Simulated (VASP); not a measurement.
# FeO (P6_3/mmc) in VASP: single point with PBE+U

Aim: the single point of FeO with PBE+U.

All numbers are computed with VASP 6.6.1; they aren't measurements. Logs are shortened: lines on timing, memory, paths and dates and some standing lists are left out, and cuts for length are marked.

**1. The cell of the first run**

The structure is hexagonal, space group P6_3/mmc (No. 194). Conventional cell: a = 2.950 Å, b = 2.950 Å, c = 5.200 Å, α = 90.00°, β = 90.00°, γ = 120.00°. Fe (site symmetry -3m) has 6 O at 2.14 Å and 2 Fe at 2.60 Å within 2.8 Å. O (site symmetry -6m2) has 6 Fe at 2.14 Å within 2.8 Å.

**2. Single point, PBE+U, collinear spin, antiferromagnetic start**

The input, INCAR:

```
SYSTEM = FeO
PREC = Accurate
ENCUT = 600
EDIFF = 1E-6
ISMEAR = -1
SIGMA = 0.1
LREAL = .FALSE.
LASPH = .TRUE.
NELM = 200
ALGO = Normal
ISIF = 2
LWAVE = .FALSE.
LCHARG = .FALSE.
ISPIN = 2
MAGMOM = 4 -4 0 0
LORBIT = 11
LMAXMIX = 4
LDAU = .TRUE.
LDAUTYPE = 2
LDAUL = 2 -1
LDAUU = 8 0
LDAUJ = 0 0
LDAUPRINT = 1
GGA = PE
NBANDS = 26
GGA_COMPAT = .FALSE.
```

The input, KPOINTS:

```
Automatic mesh
0
G
  6 6 4
  0 0 0
```

The input, POSCAR:

```
FeO
1.0
    2.9500000000      0.0000000000      0.0000000000
   -1.4750000000      2.5547750000      0.0000000000
    0.0000000000      0.0000000000      5.2000000000
Fe O
2 2
Direct
    0.0000000000      0.0000000000      0.0000000000
    0.0000000000      0.0000000000      0.5000000000
    0.3333330000      0.6666670000      0.2500000000
    0.6666670000      0.3333330000      0.7500000000
```

Potentials or basis: VASP PAW PBE potentials, release 64 (Fe, O).

Started as:

```
$ cat potpaw_PBE.64/Fe/POTCAR potpaw_PBE.64/O/POTCAR > POTCAR
$ mpirun -np 1 vasp_std > vasp.out
```

OUTCAR:

```text
SYSTEM = FeO
   PREC = Accurate
   ENCUT = 600
   EDIFF = 1E-6
   ISMEAR = -1
   LREAL = .FALSE.
   LASPH = .TRUE.
   NELM = 200
   ISIF = 2
   ISPIN = 2
   LORBIT = 11
   GGA = PE

 ion  position               nearest neighbor table
   1  0.000  0.000  0.000-   3 2.14   4 2.14   4 2.14   3 2.14   4 2.14   3 2.14   2 2.60   2 2.60

   2  0.000  0.000  0.500-   3 2.14   4 2.14   4 2.14   3 2.14   4 2.14   3 2.14   1 2.60   1 2.60

   3  0.333  0.667  0.250-   1 2.14   2 2.14   1 2.14   2 2.14   1 2.14   2 2.14
   4  0.667  0.333  0.750-   1 2.14   2 2.14   1 2.14   2 2.14   1 2.14   2 2.14

  LATTYP: Found a hexagonal cell.
 ALAT       =     2.9500000000
 C/A-ratio  =     1.7627118644

  Lattice vectors:

 A1 = (   2.9500000000,   0.0000000000,   0.0000000000)
 A2 = (  -1.4750000000,   2.5547750000,   0.0000000000)
 A3 = (   0.0000000000,   0.0000000000,   5.2000000000)

Analysis of symmetry for initial positions (statically):
=====================================================================
 Subroutine PRICEL returns:
 Original cell was already a primitive cell.

 Routine SETGRP: Setting up the symmetry group for a
 hexagonal supercell.

 Subroutine GETGRP returns: Found 24 space group operations
 (whereof 12 operations were pure point group operations)
 out of a pool of 24 trial point group operations.

The static configuration has the point symmetry D_3d.
 The point group associated with its full space group is D_6h.

Analysis of symmetry for dynamics (positions and initial velocities):
=====================================================================
 Subroutine PRICEL returns:
 Original cell was already a primitive cell.

 Routine SETGRP: Setting up the symmetry group for a
 hexagonal supercell.

 Subroutine GETGRP returns: Found 24 space group operations
 (whereof 12 operations were pure point group operations)
 out of a pool of 24 trial point group operations.

The dynamic configuration has the point symmetry D_3d.
 The point group associated with its full space group is D_6h.

Analysis of structural, dynamic, and magnetic symmetry:
=====================================================================
 Subroutine PRICEL returns:
 Original cell was already a primitive cell.

 Routine SETGRP: Setting up the symmetry group for a
 hexagonal supercell.

 Subroutine GETGRP returns: Found 24 space group operations
 (whereof 12 operations were pure point group operations)
 out of a pool of 24 trial point group operations.

The overall configuration has the point symmetry D_3d.
 The point group associated with its full space group is D_6h.

 Subroutine INISYM returns: Found 24 space group operations
 (whereof 12 operations are pure point group operations),
 and found     1 'primitive' translations

----------------------------------------------------------------------------------------

                                     Primitive cell

  volume of cell :      39.1902

  direct lattice vectors                    reciprocal lattice vectors
     2.950000000  0.000000000  0.000000000     0.338983051  0.195711951  0.000000000
    -1.475000000  2.554775000  0.000000000     0.000000000  0.391423902  0.000000000
     0.000000000  0.000000000  5.200000000     0.000000000  0.000000000  0.192307692

  length of vectors
     2.950000000  2.950000051  5.200000000     0.391423909  0.391423902  0.192307692

  position of ions in fractional coordinates (direct lattice)
     0.000000000  0.000000000  0.000000000
     0.000000000  0.000000000  0.500000000
     0.333333000  0.666667000  0.250000000
[... 145 lines left out ...]
  o =  0.0884  v =  0.0000  0.0000  0.0000  0.0000  0.0000  0.0000 -0.7943 -0.0000 -0.0000  0.6075      0.0000  0.0000  0.0000  0.0000  0.0000  0.0000  0.0000  0.0000  0.0000  0.0000
  o =  0.9805  v =  0.0000  0.0000  0.0000  0.0000  0.0000 -0.0000 -0.0000  1.0000  0.0000  0.0000      0.0000  0.0000  0.0000  0.0000  0.0000  0.0000  0.0000  0.0000  0.0000  0.0000
  o =  0.9866  v = -0.8359  0.0000 -0.0000 -0.5488 -0.0000  0.0000  0.0000  0.0000  0.0000  0.0000      0.0000  0.0000  0.0000  0.0000  0.0000  0.0000  0.0000  0.0000  0.0000  0.0000
  o =  0.9866  v =  0.0000  0.5488 -0.0000  0.0000  0.8359  0.0000  0.0000  0.0000  0.0000  0.0000      0.0000  0.0000  0.0000  0.0000  0.0000  0.0000  0.0000  0.0000  0.0000  0.0000
  o =  0.9937  v =  0.0000 -0.0000 -1.0000  0.0000 -0.0000  0.0000  0.0000  0.0000  0.0000  0.0000      0.0000  0.0000  0.0000  0.0000  0.0000  0.0000  0.0000  0.0000  0.0000  0.0000
  o =  1.0524  v = -0.5488 -0.0000  0.0000  0.8359  0.0000  0.0000  0.0000  0.0000  0.0000  0.0000      0.0000  0.0000  0.0000  0.0000  0.0000  0.0000  0.0000  0.0000  0.0000  0.0000
  o =  1.0524  v =  0.0000  0.8359 -0.0000  0.0000 -0.5488  0.0000  0.0000  0.0000  0.0000  0.0000      0.0000  0.0000  0.0000  0.0000  0.0000  0.0000  0.0000  0.0000  0.0000  0.0000

atom =   2  type =  1  l = 2

 onsite density matrix

spin component  1

  0.0473 -0.0000 -0.0000  0.0314  0.0000
 -0.0000  0.0644  0.0000  0.0000  0.0314
 -0.0000  0.0000  0.9805  0.0000  0.0000
  0.0314  0.0000  0.0000  0.0644 -0.0000
  0.0000  0.0314  0.0000 -0.0000  0.0473

spin component  2

  1.0064 -0.0000 -0.0000  0.0302  0.0000
 -0.0000  1.0326  0.0000 -0.0000  0.0302
 -0.0000  0.0000  0.9937  0.0000  0.0000
  0.0302 -0.0000  0.0000  1.0326 -0.0000
  0.0000  0.0302  0.0000 -0.0000  1.0064

 occupancies and eigenvectors

  o =  0.0234  v =  0.7943  0.0000  0.0000 -0.6075 -0.0000  0.0000  0.0000  0.0000  0.0000  0.0000      0.0000  0.0000  0.0000  0.0000  0.0000  0.0000  0.0000  0.0000  0.0000  0.0000
  o =  0.0234  v =  0.0000 -0.6075 -0.0000 -0.0000  0.7943  0.0000  0.0000  0.0000  0.0000  0.0000      0.0000  0.0000  0.0000  0.0000  0.0000  0.0000  0.0000  0.0000  0.0000  0.0000
  o =  0.0884  v = -0.6075  0.0000 -0.0000 -0.7943  0.0000  0.0000  0.0000  0.0000  0.0000  0.0000      0.0000  0.0000  0.0000  0.0000  0.0000  0.0000  0.0000  0.0000  0.0000  0.0000
  o =  0.0884  v =  0.0000  0.7943 -0.0000  0.0000  0.6075  0.0000  0.0000  0.0000  0.0000  0.0000      0.0000  0.0000  0.0000  0.0000  0.0000  0.0000  0.0000  0.0000  0.0000  0.0000
  o =  0.9805  v = -0.0000  0.0000  1.0000 -0.0000  0.0000  0.0000  0.0000  0.0000  0.0000  0.0000      0.0000  0.0000  0.0000  0.0000  0.0000  0.0000  0.0000  0.0000  0.0000  0.0000
  o =  0.9866  v =  0.0000  0.0000  0.0000  0.0000  0.0000  0.8359 -0.0000 -0.0000 -0.5488  0.0000      0.0000  0.0000  0.0000  0.0000  0.0000  0.0000  0.0000  0.0000  0.0000  0.0000
  o =  0.9866  v =  0.0000  0.0000  0.0000  0.0000  0.0000  0.0000  0.5488  0.0000 -0.0000 -0.8359      0.0000  0.0000  0.0000  0.0000  0.0000  0.0000  0.0000  0.0000  0.0000  0.0000
  o =  0.9937  v =  0.0000  0.0000  0.0000  0.0000  0.0000  0.0000  0.0000 -1.0000 -0.0000 -0.0000      0.0000  0.0000  0.0000  0.0000  0.0000  0.0000  0.0000  0.0000  0.0000  0.0000
  o =  1.0524  v =  0.0000  0.0000  0.0000  0.0000  0.0000 -0.5488 -0.0000 -0.0000 -0.8359 -0.0000      0.0000  0.0000  0.0000  0.0000  0.0000  0.0000  0.0000  0.0000  0.0000  0.0000
  o =  1.0524  v =  0.0000  0.0000  0.0000  0.0000  0.0000 -0.0000  0.8359  0.0000 -0.0000  0.5488      0.0000  0.0000  0.0000  0.0000  0.0000  0.0000  0.0000  0.0000  0.0000  0.0000

 number of electron      28.0000001 magnetization       0.0000000

 Free energy of the ion-electron system (eV)
  ---------------------------------------------------
  ext. energy  EPLUGINS =         0.00000000
  ---------------------------------------------------
  free energy    TOTEN  =       -25.58483237 eV

  energy without entropy =      -25.58483235  energy(sigma->0) =      -25.58483236

 E-fermi :   5.6808     XC(G=0): -12.1431

 val. band max:        4.0489498777   @ k =   0.0000   0.0000   0.5000
 cond. band min:       7.1573185331   @ k =   0.0000   0.0000   0.0000
 fundamental gap:      3.1083686554
 Fermi energy:         5.6807955523

 spin component 1

 k-point     1 :       0.0000    0.0000    0.0000
  band No.  band energies     occupation
      1     -13.9352      1.00000
      2     -12.8198      1.00000
      3      -2.7808      1.00000
      4      -2.7542      1.00000
      5      -2.7542      1.00000
      6      -1.3054      1.00000
[... 598 lines left out ...]
     25      20.3914      0.00000
     26      20.3922      0.00000
 Fermi energy:         5.6807955523

 spin component 2

 k-point     1 :       0.0000    0.0000    0.0000
  band No.  band energies     occupation
      1     -13.9352      1.00000
      2     -12.8198      1.00000
      3      -2.7808      1.00000
      4      -2.7542      1.00000
      5      -2.7542      1.00000
      6      -1.3054      1.00000
[... 598 lines left out ...]
     25      20.3914      0.00000
     26      20.3922      0.00000

------------------------ aborting loop because EDIFF is reached ----------------------------------------

  FORCE on cell =-STRESS in cart. coord.  units (eV):
  Direction    XX          YY          ZZ          XY          YZ          ZX
  --------------------------------------------------------------------------------------
  -------------------------------------------------------------------------------------
  Total        3.8143923      3.8143925      0.1553787      0.0000000     -0.0000000     -0.0000000
  in kB      155.9401415    155.9401486      6.3521992      0.0000000     -0.0000000     -0.0000000
  external PRESSURE =     106.0774964 kB  Pullay stress =       0.0000000 kB

 VOLUME and BASIS-vectors are now :
 -----------------------------------------------------------------------------
  energy-cutoff  :      600.00
  volume of cell :       39.19
      direct lattice vectors                 reciprocal lattice vectors
     2.950000000  0.000000000  0.000000000     0.338983051  0.195711951  0.000000000
    -1.475000000  2.554775000  0.000000000     0.000000000  0.391423902  0.000000000
     0.000000000  0.000000000  5.200000000     0.000000000  0.000000000  0.192307692

 POSITION                                       TOTAL-FORCE (eV/Angst)
 -----------------------------------------------------------------------------------
      0.00000      0.00000      0.00000        -0.000000      0.000000      0.000000
      0.00000      0.00000      2.60000        -0.000000      0.000000      0.000000
     -0.00000      1.70318      1.30000         0.000000      0.000000      0.000000
      1.47500      0.85159      3.90000         0.000000      0.000000      0.000000
 -----------------------------------------------------------------------------------
    total drift:                                0.000000     -0.000000      0.000000

  FREE ENERGIE OF THE ION-ELECTRON SYSTEM (eV)
  ---------------------------------------------------
  free  energy   TOTEN  =       -25.5848323733 eV

  energy  without entropy=      -25.5848323545  energy(sigma->0) =      -25.58483236

 total charge

# of ion       s       p       d       tot
------------------------------------------
    1        0.309   0.400   6.245   6.953
    2        0.309   0.400   6.245   6.953
    3        1.546   3.495   0.000   5.040
    4        1.546   3.495   0.000   5.040
--------------------------------------------------
tot          3.709   7.789  12.489  23.987

 magnetization (x)

# of ion       s       p       d       tot
------------------------------------------
    1        0.017   0.015   3.856   3.888
    2       -0.017  -0.015  -3.856  -3.888
    3        0.000   0.000   0.000   0.000
    4        0.000   0.000   0.000   0.000
--------------------------------------------------
tot          0.000  -0.000   0.000   0.000
```

It took 97 s on 1 thread of Intel Xeon 8259CL, shared host; peak memory 0.2 GiB.

What came out:

| Item | Value |
| --- | --- |
| Free energy | -25.5848 eV |
| Pressure | 10.6 GPa |
| Band gap on the k mesh | 3.11 eV, indirect (least direct gap 3.72 eV) |
| Net moment | 0.00 μB per cell |
| Site moments | Fe +3.89, -3.89; O +0.00 μB |
| Valence electrons inside the program's atomic spheres | Fe 6.95; O 5.04 |

Stress tensor (GPa, compression positive):
```
15.59  0.00  0.00
 0.00 15.59  0.00
 0.00  0.00  0.64
```

Eigenvalues of the final occupation matrices:
```
    site  spin  trace               eigenvalues
site 1 d     1   5.07  0.99 0.99 0.99 1.05 1.05
site 1 d     2   1.20  0.02 0.02 0.09 0.09 0.98
site 2 d     1   1.20  0.02 0.02 0.09 0.09 0.98
site 2 d     2   5.07  0.99 0.99 0.99 1.05 1.05
```
